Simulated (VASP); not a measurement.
# VRu (Pm-3m) in VASP: notebook

The runs below take VRu through single point, with LDA.

Everything below comes from runs of VASP 6.6.1. Logs are shortened: lines on timing, memory, paths and dates and some standing lists are left out, and cuts for length are marked.

**1. The cell of the first run**

Symmetry: Pm-3m, No. 221, cubic system. Conventional cell: a = 2.990 Å, b = 2.990 Å, c = 2.990 Å, α = 90.00°, β = 90.00°, γ = 90.00°. V (site symmetry m-3m) has 8 Ru at 2.59 Å and 6 V at 2.99 Å within 3.4 Å. Within 3.4 Å of Ru (site symmetry m-3m) lie 8 V at 2.59 Å and 6 Ru at 2.99 Å.

**2. Single point, LDA, collinear spin, ferromagnetic start**

The input, INCAR:

```
PREC     = Accurate       # precision mode
ENCUT    = 500            # plane-wave cutoff, eV
EDIFF    = 1E-6           # SCF threshold, eV
ISMEAR   = 1              # smearing method
SIGMA    = 0.1            # smearing width, eV
LREAL    = False          # projectors in reciprocal space
LASPH    = True           # aspherical terms in the spheres
NELM     = 200            # most SCF steps
ALGO     = Normal         # electronic algorithm
ISIF     = 2              # what is computed and relaxed
LWAVE    = False          # write WAVECAR
LCHARG   = True           # write CHGCAR
ISPIN    = 2              # spin polarisation
MAGMOM   = 1.5 0          # initial moments
LORBIT   = 11             # projections on sites
LMAXMIX  = 4              # l up to which the mixer works
GGA      = CA             # functional
LELF     = True           # ELF
LVHAR    = True         
NBANDS   = 24             # bands
GGA_COMPAT= False
```

The input, KPOINTS:

```
regular mesh
0
Gamma
  5 5 5
```

The input, POSCAR:

```
VRu
1.0
    2.9900000000      0.0000000000      0.0000000000
    0.0000000000      2.9900000000      0.0000000000
    0.0000000000      0.0000000000      2.9900000000
V Ru
1 1
Direct
    0.5000000000      0.5000000000      0.5000000000
    0.0000000000      0.0000000000      0.0000000000
```

Potentials or basis: VASP PAW LDA potentials, release 64 (V_sv, Ru_pv).

Command:

```sh
> cat potpaw_LDA.64/V_sv/POTCAR potpaw_LDA.64/Ru_pv/POTCAR > POTCAR
> mpirun -np 1 vasp_std > vasp.out
```

OUTCAR:

```text
PREC = Accurate
   ENCUT = 500
   EDIFF = 1E-6
   ISMEAR = 1
   LREAL = False
   LASPH = True
   NELM = 200
   ISIF = 2
   ISPIN = 2
   LORBIT = 11
   GGA = CA

 ion  position               nearest neighbor table
   1  0.500  0.500  0.500-   2 2.59   2 2.59   2 2.59   2 2.59   2 2.59   2 2.59   2 2.59   2 2.59

   2  0.000  0.000  0.000-   1 2.59   1 2.59   1 2.59   1 2.59   1 2.59   1 2.59   1 2.59   1 2.59

  LATTYP: Found a simple cubic cell.
 ALAT       =     2.9900000000

  Lattice vectors:

 A1 = (   2.9900000000,   0.0000000000,   0.0000000000)
 A2 = (   0.0000000000,   2.9900000000,   0.0000000000)
 A3 = (   0.0000000000,   0.0000000000,   2.9900000000)

Analysis of symmetry for initial positions (statically):
=====================================================================
 Subroutine PRICEL returns:
 Original cell was already a primitive cell.

 Routine SETGRP: Setting up the symmetry group for a
 simple cubic supercell.

 Subroutine GETGRP returns: Found 48 space group operations
 (whereof 48 operations were pure point group operations)
 out of a pool of 48 trial point group operations.

The static configuration has the point symmetry O_h .

Analysis of symmetry for dynamics (positions and initial velocities):
=====================================================================
 Subroutine PRICEL returns:
 Original cell was already a primitive cell.

 Routine SETGRP: Setting up the symmetry group for a
 simple cubic supercell.

 Subroutine GETGRP returns: Found 48 space group operations
 (whereof 48 operations were pure point group operations)
 out of a pool of 48 trial point group operations.

The dynamic configuration has the point symmetry O_h .

Analysis of structural, dynamic, and magnetic symmetry:
=====================================================================
 Subroutine PRICEL returns:
 Original cell was already a primitive cell.

 Routine SETGRP: Setting up the symmetry group for a
 simple cubic supercell.

 Subroutine GETGRP returns: Found 48 space group operations
 (whereof 48 operations were pure point group operations)
 out of a pool of 48 trial point group operations.

The overall configuration has the point symmetry O_h .

 Subroutine INISYM returns: Found 48 space group operations
 (whereof 48 operations are pure point group operations),
 and found     1 'primitive' translations

----------------------------------------------------------------------------------------

                                     Primitive cell
[... 99 lines left out ...]
  Thomas-Fermi vector in A             =   2.732853
   LORBIT       =     11    0 simple, 1 ext, 2 COOP (PROOUT), +10 PAW based schemes
   GGA     = CA    functional components
   LHFCALC =     F    Hartree Fock is set to
   AEXX    =    0.0000 exact exchange contribution
   IVDW    =     0    specifies the selected vdW correction
   LEPSILON=     F    determine dielectric tensor
   LRPA    =     F    only Hartree local field effects (RPA)
 spin polarized calculation
 Methfessel and Paxton  Order N= 1 SIGMA  =   0.10
  energy-cutoff  :      500.00
  volume of cell :       26.73
 maximum number of plane-waves:       691
 NGX is ok and might be reduce to    24
   NGX = 11   NGY = 11   NGZ = 11

 number of electron      26.9999991 magnetization       0.0046098

 number of electron      26.9999991 magnetization      -0.0001724

 Free energy of the ion-electron system (eV)
  ---------------------------------------------------
  ext. energy  EPLUGINS =         0.00000000
  ---------------------------------------------------
  free energy    TOTEN  =       -21.04739793 eV

  energy without entropy =      -21.04317188  energy(sigma->0) =      -21.04598925

 E-fermi :  11.8718     XC(G=0): -13.8911

 val. band max:       11.8507948451   @ k =   0.2000   0.0000   0.0000
 cond. band min:      12.0828681267   @ k =   0.4000   0.2000   0.2000
 fundamental gap:      0.2320732816
 Fermi energy:        11.8718176431

 spin component 1

 k-point     1 :       0.0000    0.0000    0.0000
  band No.  band energies     occupation
      1     -52.1897      1.00000
      2     -31.0428      1.00000
      3     -31.0428      1.00000
      4     -31.0428      1.00000
      5     -26.3394      1.00000
      6     -26.3394      1.00000
[... 259 lines left out ...]
     23      23.8151      0.00000
     24      24.2359      0.00000
 Fermi energy:        11.8718176431

 spin component 2

 k-point     1 :       0.0000    0.0000    0.0000
  band No.  band energies     occupation
      1     -52.1898      1.00000
      2     -31.0428      1.00000
      3     -31.0428      1.00000
      4     -31.0428      1.00000
      5     -26.3396      1.00000
      6     -26.3396      1.00000
[... 259 lines left out ...]
     23      23.8150      0.00000
     24      24.2359      0.00000

------------------------ aborting loop because EDIFF is reached ----------------------------------------

  FORCE on cell =-STRESS in cart. coord.  units (eV):
  Direction    XX          YY          ZZ          XY          YZ          ZX
  --------------------------------------------------------------------------------------
  -------------------------------------------------------------------------------------
  Total       -1.7194110     -1.7194110     -1.7194110     -0.0000000     -0.0000000      0.0000000
  in kB     -103.0568163   -103.0568163   -103.0568163     -0.0000000     -0.0000000      0.0000000
  external PRESSURE =    -103.0568163 kB  Pullay stress =       0.0000000 kB

 VOLUME and BASIS-vectors are now :
 -----------------------------------------------------------------------------
  energy-cutoff  :      500.00
  volume of cell :       26.73
      direct lattice vectors                 reciprocal lattice vectors
     2.990000000  0.000000000  0.000000000     0.334448161  0.000000000  0.000000000
     0.000000000  2.990000000  0.000000000     0.000000000  0.334448161  0.000000000
     0.000000000  0.000000000  2.990000000     0.000000000  0.000000000  0.334448161

 POSITION                                       TOTAL-FORCE (eV/Angst)
 -----------------------------------------------------------------------------------
      1.49500      1.49500      1.49500         0.000000      0.000000      0.000000
      0.00000      0.00000      0.00000         0.000000      0.000000      0.000000
 -----------------------------------------------------------------------------------
    total drift:                                0.000000      0.000000     -0.000000

  FREE ENERGIE OF THE ION-ELECTRON SYSTEM (eV)
  ---------------------------------------------------
  free  energy   TOTEN  =       -21.0473979329 eV

  energy  without entropy=      -21.0431718781  energy(sigma->0) =      -21.04598925

 total charge

# of ion       s       p       d       tot
------------------------------------------
    1        2.334   6.265   3.022  11.620
    2        0.424   6.301   6.008  12.733
--------------------------------------------------
tot          2.758  12.566   9.030  24.353

 magnetization (x)

# of ion       s       p       d       tot
------------------------------------------
    1       -0.000  -0.000  -0.000  -0.000
    2        0.000  -0.000  -0.000  -0.000
--------------------------------------------------
tot         -0.000  -0.000  -0.000  -0.000
```

OSZICAR:

```text
N       E                     dE             d eps       ncg     rms          rms(c)
DAV:   1     0.289364603713E+03    0.28936E+03   -0.15027E+04   960   0.120E+03
DAV:   2    -0.165028725287E+02   -0.30587E+03   -0.29565E+03  1032   0.406E+02
DAV:   3    -0.234955054594E+02   -0.69926E+01   -0.69687E+01  1144   0.708E+01
DAV:   4    -0.235367244129E+02   -0.41219E-01   -0.41212E-01  1080   0.575E+00
[... 12 lines left out ...]
DAV:  17    -0.210473931434E+02   -0.50532E-05   -0.20543E-05  1064   0.228E-02    0.745E-03
DAV:  18    -0.210473965114E+02   -0.33680E-05   -0.23330E-05  1064   0.239E-02    0.441E-03
DAV:  19    -0.210473977462E+02   -0.12347E-05   -0.15113E-05  1008   0.189E-02    0.160E-03
DAV:  20    -0.210473979329E+02   -0.18675E-06   -0.44202E-06   600   0.102E-02
   1 F= -.21047398E+02 E0= -.21045989E+02  d E =-.422605E-02  mag=    -0.0000
```

stdout:

```text
POSCAR found type information on POSCAR V Ru
 POSCAR found :  2 types and       2 ions
 scaLAPACK will be used
 LDA part: xc-table for (Slater(with rela. corr.)+CA(PZ))
 , standard interpolation
 POSCAR, INCAR and KPOINTS ok, starting setup
 FFT: planning ... GRIDC
 FFT: planning ... GRID_SOFT
 FFT: planning ... GRID
 WAVECAR not read
 entering main loop
```

Wall time 6.5 s (1 thread of Intel Xeon 6975P-C (Granite Rapids), shared host); peak memory 0.13 GiB.

Results:

| Item | Value |
| --- | --- |
| Free energy | -21.0474 eV |
| Pressure | -10.3 GPa |
| Net moment | 0.00 μB per cell |
| Valence electrons inside the program's atomic spheres | V 11.62; Ru 12.73 |

Caveat: the k points lie up to 0.42 Å⁻¹ apart; an empty level that is flat over the whole mesh can mark a ghost state of the potentials, or a narrow d or f band.

**3. Single point, LDA, collinear spin, ferromagnetic start**

The input, INCAR:

```
SYSTEM = VRu
PREC = Accurate
ENCUT = 500
EDIFF = 1E-6
ISMEAR = 1
SIGMA = 0.1
LREAL = .False.
LASPH = .True.
NELM = 200
ALGO = Normal
ISIF = 2
LWAVE = .False.
LCHARG = .False.
ISPIN = 2
MAGMOM = 1.5 0
LORBIT = 11
LMAXMIX = 4
NBANDS = 24
GGA_COMPAT = .False.
```

The input, KPOINTS:

```
Automatic mesh
0
Gamma
  6 6 6
  0 0 0
```

POSCAR is that of step 2.

Potentials or basis: VASP PAW LDA potentials, release 64 (V_sv, Ru_pv).

Command:

```sh
> cat potpaw_LDA.64/V_sv/POTCAR potpaw_LDA.64/Ru_pv/POTCAR > POTCAR
> mpirun -np 1 vasp_std > vasp.out
```

Run time: 10 s. Hardware: 1 thread of Intel Xeon 6975P-C (Granite Rapids), shared host; peak memory 0.14 GiB.

The run converged. Its results:

| Property | Result |
| --- | --- |
| Free energy | -21.0229 eV |
| Pressure | -10.8 GPa |
| Net moment | 0.01 μB per cell |
| Valence electrons inside the program's atomic spheres | V 11.63; Ru 12.72 |

Levels at points of the mesh, in eV from the Fermi level:
Spin up:
```csv
k point,band 10,band 11,band 12,band 13,band 14,band 15,band 16,band 17
"(0.00, 0.00, 0.00)",-5.78,-2.14,-2.14,-2.14,0.63,0.63,2.27,2.27
"(0.50, 0.00, 0.00)",-3.81,-2.31,-2.31,-1.86,-0.94,-0.38,-0.38,0.68
"(0.50, 0.50, 0.00)",-3.82,-3.82,0.13,0.29,0.87,0.89,0.89,1.53
"(0.50, 0.50, 0.50)",-4.26,-2.17,-2.17,-2.17,0.22,0.22,1.60,1.60
```
Spin down:
```csv
k point,band 9,band 10,band 11,band 12,band 13,band 14,band 15,band 16,band 17,band 18
"(0.00, 0.00, 0.00)",-5.78,-5.78,-2.14,-2.14,-2.14,0.63,0.63,2.27,2.27,2.27
"(0.50, 0.00, 0.00)",-4.10,-3.81,-2.31,-2.31,-1.86,-0.94,-0.38,-0.38,0.68,1.67
"(0.50, 0.50, 0.00)",-5.50,-3.82,-3.82,0.13,0.29,0.87,0.89,0.89,1.54,2.75
"(0.50, 0.50, 0.50)",-4.26,-4.26,-2.17,-2.17,-2.17,0.22,0.22,1.60,1.60,9.57
```

Caveat: the cell stands under tension; an empty level that is flat over the whole mesh can mark a ghost state of the potentials, or a narrow d or f band.

(Continued in part 2 of 2.)
